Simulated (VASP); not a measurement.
Input of a VASP 6.6.1 run:

The input INCAR:

```
  ALGO = Normal
  EDIFF = 1E-6
  ENCUT = 500
  GGA = PE
  GGA_COMPAT = False
  ISIF = 2
  ISMEAR = 0
  LASPH = True
  LCHARG = False
  LREAL = False
  LWAVE = False
  NBANDS = 21
  NELM = 120
  PREC = Accurate
  SIGMA = 0.1
```

The input KPOINTS:

```
k-points
0
Gamma
  6 6 6
```

The input POSCAR:

```
Ru
1.0
    1.6805794631      0.9702830054      2.9257363241
   -1.6805794631      0.9702830054      2.9257363241
    0.0000000000     -1.9405660108      2.9257363241
Ru
2
Direct
    0.2336400000      0.2336400000      0.2336400000
    0.7663600000      0.7663600000      0.7663600000
```

Potentials or basis: VASP PAW PBE potentials, release 64 (Ru_pv).

Launch:

```console
$ cat potpaw_PBE.64/Ru_pv/POTCAR > POTCAR
$ mpirun -np 1 vasp_std > vasp.out
```

Task: What does it give for the pressure?

Result: 41.1 GPa.

Task: Estimate the band gap on the k mesh.

Result: Zero (bands 14 and 15 overlap by 2.25 eV).

Task: Predict the largest force.

Result: 2.052 eV/Å.

Stress tensor (GPa, compression positive):
```
45.54  0.00  0.00
 0.00 45.54  0.00
 0.00  0.00 32.11
```

Caveat: the k points lie up to 0.38 Å⁻¹ apart, too coarse for converged energies and pressures of a metal; forces of over 1 eV/Å act on the atoms, so gaps and moduli don't describe the material at rest.
